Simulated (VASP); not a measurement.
# ScAl (Pm-3m) in VASP: notebook

Runs on ScAl. Level: PBEsol. Tasks: vibrations by perturbation theory.

Program: VASP 6.6.1. These are calculated values, not measurements. Logs are shortened: lines on timing, memory, paths and dates and some standing lists are left out, and cuts for length are marked.

## Step 1: The cell of the first run

Symmetry: Pm-3m, No. 221, cubic system. Conventional cell: a = 3.325 Å, b = 3.325 Å, c = 3.325 Å, α = 90.00°, β = 90.00°, γ = 90.00°. Within 3.8 Å of Sc (site symmetry m-3m) lie 8 Al at 2.88 Å and 6 Sc at 3.33 Å. Within 3.8 Å of Al (site symmetry m-3m) lie 8 Sc at 2.88 Å and 6 Al at 3.33 Å.

## Step 2: Vibrations by perturbation theory, PBEsol (phonons at volume x 0.98)

File INCAR:

```
ALGO = Normal
EDIFF = 1E-8
ENCUT = 500
GGA = PS
GGA_COMPAT = False
IBRION = 8
ISIF = 2
ISMEAR = -1
LASPH = True
LCHARG = True
LREAL = False
LWAVE = False
NELM = 120
NSW = 1
PREC = Accurate
SIGMA = 0.15
```

File KPOINTS:

```
k-points
0
Gamma
  12 12 12
```

File POSCAR:

```
ScAl
1.0
    3.3254203779      0.0000000000      0.0000000000
    0.0000000000      3.3254203779      0.0000000000
    0.0000000000      0.0000000000      3.3254203779
Sc Al
1 1
Direct
    0.5000000000      0.5000000000      0.5000000000
    0.0000000000      0.0000000000      0.0000000000
```

Potentials or basis: VASP PAW PBE potentials, release 64 (Sc_sv, Al).

Started as:

```console
cat potpaw_PBE.64/Sc_sv/POTCAR potpaw_PBE.64/Al/POTCAR > POTCAR
mpirun -np 1 vasp_std > vasp.out
```

OUTCAR:

```text
EDIFF = 1E-8
   ENCUT = 500
   GGA = PS
   IBRION = 8
   ISIF = 2
   ISMEAR = -1
   LASPH = True
   LREAL = False
   NELM = 120
   NSW = 1
   PREC = Accurate

 ion  position               nearest neighbor table
   1  0.500  0.500  0.500-   2 2.88   2 2.88   2 2.88   2 2.88   2 2.88   2 2.88   2 2.88   2 2.88

   2  0.000  0.000  0.000-   1 2.88   1 2.88   1 2.88   1 2.88   1 2.88   1 2.88   1 2.88   1 2.88

  LATTYP: Found a simple cubic cell.
 ALAT       =     3.3254203779

  Lattice vectors:

 A1 = (   3.3254203779,   0.0000000000,   0.0000000000)
 A2 = (   0.0000000000,   3.3254203779,   0.0000000000)
 A3 = (   0.0000000000,   0.0000000000,   3.3254203779)

Analysis of symmetry for initial positions (statically):
=====================================================================
 Subroutine PRICEL returns:
 Original cell was already a primitive cell.

 Routine SETGRP: Setting up the symmetry group for a
 simple cubic supercell.

 Subroutine GETGRP returns: Found 48 space group operations
[... 9 lines left out ...]

 Routine SETGRP: Setting up the symmetry group for a
 simple cubic supercell.

 Subroutine GETGRP returns: Found 48 space group operations
[... 11 lines left out ...]
                                     Primitive cell

  volume of cell :      36.7739

  direct lattice vectors                    reciprocal lattice vectors
     3.325420378  0.000000000  0.000000000     0.300713861  0.000000000  0.000000000
     0.000000000  3.325420378  0.000000000     0.000000000  0.300713861  0.000000000
     0.000000000  0.000000000  3.325420378     0.000000000  0.000000000  0.300713861

  length of vectors
     3.325420378  3.325420378  3.325420378     0.300713861  0.300713861  0.300713861

  position of ions in fractional coordinates (direct lattice)
[... 8 lines left out ...]
----------------------------------------------------------------------------------------

 KPOINTS: k-points

Automatic generation of k-mesh.
 Grid dimensions read from file:
 generate k-points for:   12   12   12

 Generating k-lattice:

  Cartesian coordinates                     Fractional coordinates (reciprocal lattice)
     0.025059488  0.000000000  0.000000000     0.083333333  0.000000000  0.000000000
     0.000000000  0.025059488  0.000000000     0.000000000  0.083333333  0.000000000
     0.000000000  0.000000000  0.025059488     0.000000000  0.000000000  0.083333333

  Length of vectors
     0.025059488  0.025059488  0.025059488

  Shift w.r.t. Gamma in fractional coordinates (k-lattice)
     0.000000000  0.000000000  0.000000000

 Subroutine IBZKPT returns following result:
 ===========================================

 Found     84 irreducible k-points:

 Following reciprocal coordinates:
            Coordinates               Weight
  0.000000  0.000000  0.000000      1.000000
  0.083333  0.000000  0.000000      6.000000
  0.166667  0.000000  0.000000      6.000000
  0.250000  0.000000  0.000000      6.000000
  0.333333  0.000000  0.000000      6.000000
  0.416667  0.000000  0.000000      6.000000
[... 16 lines left out ...]
  0.333333  0.333333  0.000000     12.000000
  0.416667  0.333333  0.000000     24.000000
 [... further k-points ...]
   k-points           NKPTS =     84   k-points in BZ     NKDIM =     84   number of bands    NBANDS=     11
   number of dos      NEDOS =    301   number of ions     NIONS =      2
   total plane-waves  NPLWV =  13824
   dimension x,y,z NGX =    24 NGY =   24 NGZ =   24
   dimension x,y,z NGXF=    48 NGYF=   48 NGZF=   48
   ions per type =               1   1
   NGX,Y,Z   is equivalent  to a cutoff of  12.00, 12.00, 12.00 a.u.
   NGXF,Y,Z  is equivalent  to a cutoff of  24.00, 24.00, 24.00 a.u.
 SYSTEM =  unknown system
   PREC   = accura    normal or accurate (medium, high low for compatibility)
   ISTART =      0    job   : 0-new  1-cont  2-samecut
[... 34 lines left out ...]
   AEXX    =    0.0000 exact exchange contribution
   IVDW    =     0    specifies the selected vdW correction
   LEPSILON=     F    determine dielectric tensor
   LRPA    =     F    only Hartree local field effects (RPA)
 non-spin polarized calculation
  energy-cutoff  :      500.00
  volume of cell :       36.77
 maximum number of plane-waves:       968
   NGX = 13   NGY = 13   NGZ = 13

--------------------------------------- Ionic step        1  -------------------------------------------

 number of electron      13.9999996 magnetization

 Free energy of the ion-electron system (eV)
  ---------------------------------------------------
  ext. energy  EPLUGINS =         0.00000000
  ---------------------------------------------------
  free energy    TOTEN  =       -11.65155499 eV

  energy without entropy =      -11.57868262  energy(sigma->0) =      -11.61511881

 E-fermi :   6.2647     XC(G=0): -10.5710

 val. band max:        6.2520766471   @ k =   0.5000   0.4167   0.1667
 cond. band min:       6.3465395022   @ k =   0.5000   0.1667   0.0000
 fundamental gap:      0.0944628551
 Fermi energy:         6.2646556240

 k-point     1 :       0.0000    0.0000    0.0000
  band No.  band energies     occupation
      1     -42.8089      2.00000
      2     -21.4849      2.00000
      3     -21.4849      2.00000
      4     -21.4849      2.00000
      5      -2.3272      2.00000
      6       5.5498      1.98311
      7       5.5498      1.98311
      8       9.1274      0.00000
      9       9.1274      0.00000
     10       9.1274      0.00000
     11      10.1992      0.00000
[... 309 lines left out ...]
 k-point    24 :       0.4167    0.3333    0.0000
  band No.  band energies     occupation
      1     -42.7788      2.00000
      2     -21.6591      2.00000
      3     -21.6171      2.00000
      4     -21.4530      2.00000
      5       0.9404      2.00000
      6       3.5332      2.00000
      7       4.8798      1.99980
      8       6.5653      0.23756
      9       7.6967      0.00014
     10       8.1409      0.00001
     11      10.1114      0.00000

 [... further k-points ...]
[... 5 lines left out ...]
  --------------------------------------------------------------------------------------
  -------------------------------------------------------------------------------------
  Total        0.4186968      0.4186968      0.4186968     -0.0000000      0.0000000      0.0000000
  in kB       18.2419222     18.2419222     18.2419222     -0.0000000      0.0000000      0.0000000
  external PRESSURE =      18.2419222 kB  Pullay stress =       0.0000000 kB

 VOLUME and BASIS-vectors are now :
 -----------------------------------------------------------------------------
  energy-cutoff  :      500.00
  volume of cell :       36.77
      direct lattice vectors                 reciprocal lattice vectors
     3.325420378  0.000000000  0.000000000     0.300713861  0.000000000  0.000000000
     0.000000000  3.325420378  0.000000000     0.000000000  0.300713861  0.000000000
     0.000000000  0.000000000  3.325420378     0.000000000  0.000000000  0.300713861

 POSITION                                       TOTAL-FORCE (eV/Angst)
 -----------------------------------------------------------------------------------
      1.66271      1.66271      1.66271         0.000000      0.000000      0.000000
      0.00000      0.00000      0.00000         0.000000      0.000000      0.000000
 -----------------------------------------------------------------------------------
    total drift:                                0.000000     -0.000000     -0.000000

  FREE ENERGIE OF THE ION-ELECTRON SYSTEM (eV)
  ---------------------------------------------------
  free  energy   TOTEN  =       -11.6515549914 eV

  energy  without entropy=      -11.5786826198  energy(sigma->0) =      -11.61511881

[... ionic steps 2 to 3 ...]

--------------------------------------- Ionic step        4  -------------------------------------------

------------------------ aborting loop because EDIFF is reached ----------------------------------------

[... ionic steps 5 to 6 ...]

--------------------------------------- Ionic step        7  -------------------------------------------

 Free energy of the ion-electron system (eV)
  ---------------------------------------------------
  ---------------------------------------------------
  free energy    TOTEN  =        -0.00621746 eV

  energy without entropy =       -0.00621746

------------------------ aborting loop because EDIFF is reached ----------------------------------------

 INTERNAL STRAIN TENSOR  FOR ION    2  DIRECTION 1   (eV/Angst):
 -----------------------------------------------------------------------------
    -0.01586  0.00000  0.00000
     0.00000  0.00957  0.00000
    -0.00000  0.00000  0.00957

 INTERNAL STRAIN TENSOR FOR ION    2 for displacements in x,y,z  (eV/Angst):
          X           Y           Z          XY          YZ          ZX
  --------------------------------------------------------------------------------
  x     0.00000     0.00000     0.00000     0.00000     0.00000     0.00000
  y     0.00000     0.00000     0.00000     0.00000     0.00000     0.00000
  z     0.00000     0.00000     0.00000     0.00000     0.00000     0.00000

 SECOND DERIVATIVES (NOT SYMMETRIZED)
 ------------------------------------
               1X          1Y          1Z          2X          2Y          2Z
  1X    -5.565873   -0.000000    0.000000    5.565873    0.000000   -0.000000
  1Y     0.000000   -5.565873   -0.000000   -0.000000    5.565873    0.000000
  1Z     0.000000    0.000000   -5.565873   -0.000000   -0.000000    5.565873
  2X     5.560273   -0.000000    0.000000   -5.560273    0.000000    0.000000
  2Y    -0.000000    5.560273    0.000000    0.000000   -5.560273   -0.000000
  2Z     0.000000    0.000000    5.560273   -0.000000    0.000000   -5.560273

 Eigenvectors and eigenvalues of the dynamical matrix
 ----------------------------------------------------

   1 f  =    8.979127 THz    56.417518 2PiTHz  299.511435 cm-1    37.134668 meV
             X         Y         Z           dx          dy          dz
      1.662710  1.662710  1.662710     0.612618   -0.000000    0.000000
      0.000000  0.000000  0.000000    -0.790379    0.000000    0.000000
[... 21 lines left out ...]
   6 f/i=    0.002189 THz     0.013752 2PiTHz    0.073006 cm-1     0.009052 meV
             X         Y         Z           dx          dy          dz
      1.662710  1.662710  1.662710     0.000000   -0.268930    0.743220
      0.000000  0.000000  0.000000    -0.000000   -0.208446    0.576065

--------------------------------------------------------------------------------------------------------

 ELASTIC MODULI CONTR FROM IONIC RELAXATION (kBar)
 Direction    XX          YY          ZZ          XY          YZ          ZX
 --------------------------------------------------------------------------------
 XX           0.0000      0.0000      0.0000      0.0000      0.0000      0.0000
 YY           0.0000      0.0000      0.0000      0.0000      0.0000      0.0000
 ZZ           0.0000      0.0000      0.0000      0.0000      0.0000      0.0000
 XY           0.0000      0.0000      0.0000      0.0000      0.0000      0.0000
 YZ           0.0000      0.0000      0.0000      0.0000      0.0000      0.0000
 ZX           0.0000      0.0000      0.0000      0.0000      0.0000      0.0000
 --------------------------------------------------------------------------------
```

Run time: 1.8 min. Hardware: 1 thread of Intel Xeon 6975P-C (Granite Rapids), shared host; peak memory 0.31 GiB.

What came out:

```
Highest phonon frequency at Γ, LO-TO splitting left out : 300 cm⁻¹
```

Phonon frequencies in cm⁻¹ (negative: imaginary):
```csv
q point,frequencies
"(0.000, 0.000, 0.000)",0 0 0 300 300 300
```

Caveat: the cell differs from its parent crystal (phonons at volume x 0.98); the cell wasn't relaxed at this level first, which shifts response properties; the PAW data sets were made with another functional, which shifts forces and pressure a little.

[end of part 1 of 2]
